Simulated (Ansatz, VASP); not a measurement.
## LiHF2: VASP beside Ansatz

File INCAR:

```
ALGO = Normal
EDIFF = 1E-6
ENCUT = 520
ISIF = 2
ISMEAR = 0
LASPH = T
LCHARG = F
LREAL = F
LWAVE = F
NBANDS = 17
NELM = 60
PREC = Accurate
SIGMA = 0.05
```

The input KPOINTS:

```
k-points
0
Gamma
  9 9 9
```

POSCAR

```
LiHF2
1.0
    1.4211463380      0.8204992208      4.4594993651
   -1.4211463380      0.8204992208      4.4594993651
    0.0000000000     -1.6409984416      4.4594993651
Li H F
1 1 2
Direct
    0.0000000000      0.0000000000      0.0000000000
    0.5000000000      0.5000000000      0.5000000000
    0.4125119035      0.4125119035      0.4125119035
    0.5874880965      0.5874880965      0.5874880965
```

Input for Ansatz:

```yaml
crystal:
  lattice:
    - [1.421146338, 0.8204992208, 4.4594993651]
    - [-1.421146338, 0.8204992208, 4.4594993651]
    - [0.0, -1.6409984416, 4.4594993651]
  atoms:
    - { symbol: Li, position: [0.0, 0.0, 0.0] }
    - { symbol: H, position: [0.5, 0.5, 0.5] }
    - { symbol: F, position: [0.4125119035, 0.4125119035, 0.4125119035] }
    - { symbol: F, position: [0.5874880965, 0.5874880965, 0.5874880965] }
basis:
  ecutwfc: 420
kpoints:
  mp_grid: { grid: [9, 9, 9] }
hamiltonian:
  xc: lda
scf:
  occupations: { method: gaussian, width: 0.05 }
output:
  forces: true
  stress: true
  eigenvalues: true
```

Change from the starting cell: strain -0.015 along x and y, +0.030 along z, atoms carried along.

Alike in both runs: task single point; functional LDA; k mesh 9 × 9 × 9; occupations gaussian, width 0.05 eV; no spin polarisation.

|  | VASP | Ansatz |
| --- | --- | --- |
| version | VASP 6.6.1 | Ansatz 0.2.0 |
| potentials or method | VASP PAW LDA potentials, release 64 (Li_sv, H, F), cutoff 520 eV | scalar-relativistic, plane waves, PAW |
| valence electrons in the cell | 18 | 18 |

```tsv
	VASP	Ansatz	Ansatz less VASP
gap on the k mesh at the Fermi level (eV)	8.01	8.05	+0.038
least direct gap on the mesh (eV)	8.20	8.24	+0.038
rms of the force components (eV/Å)	0.260	0.296	+0.0358
```

LDA's correlation is that of Perdew and Zunger in VASP and of Perdew and Wang (1992) in Ansatz. Atom by atom the forces differ by 0.036 eV/Å (rms over components).

Noted on VASP's run: the cutoff is under 1.25 times that of the potentials, so the pressure is a little rough.
